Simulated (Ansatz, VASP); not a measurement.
## Two plane-wave programs on KMgBe6

```
CELL_PARAMETERS angstrom
3.34411 1.93072 3.47498
-3.34411 1.93072 3.47498
0.00000 -3.86144 3.47498
ATOMIC_POSITIONS crystal
K 0.50000 0.50000 0.50000
Mg 0.00000 0.00000 0.00000
Be 0.35349 0.35349 0.04001
Be 0.04001 0.35349 0.35349
Be 0.35349 0.04001 0.35349
Be 0.95999 0.64651 0.64651
Be 0.64651 0.64651 0.95999
Be 0.64651 0.95999 0.64651
```

Alike in both runs: functional PBE; k mesh 6 × 6 × 6; occupations gaussian, width 0.1 eV; no spin polarisation.

Ansatz relaxed the structure, and its values are those at the end. VASP's run is a single point on that final structure, the one shown.

```csv
,VASP,Ansatz
version,VASP 6.6.1,Ansatz 0.2.0
potentials or method,"VASP PAW PBE potentials, release 64 (K_sv, Mg, Be), cutoff 520 eV","scalar-relativistic, plane waves, PAW"
valence electrons in the cell,23,31
```

Ansatz gave:

| Quantity | Value |
| --- | --- |
| gap on the k mesh at the Fermi level (eV) | none |
| pressure (GPa) | 0.1 |
| rms of the force components (eV/Å) | 0.007 |

Q: What did VASP give for the same quantities?

A: gap on the k mesh at the Fermi level (eV): none; pressure (GPa): 0.1; rms of the force components (eV/Å): 0.002.

A gap of «none» marks a metal or a gap that the smearing closes. VASP's potentials hold 23 valence electrons a cell and Ansatz's 31, so a difference there can come from the potentials and not from the codes.
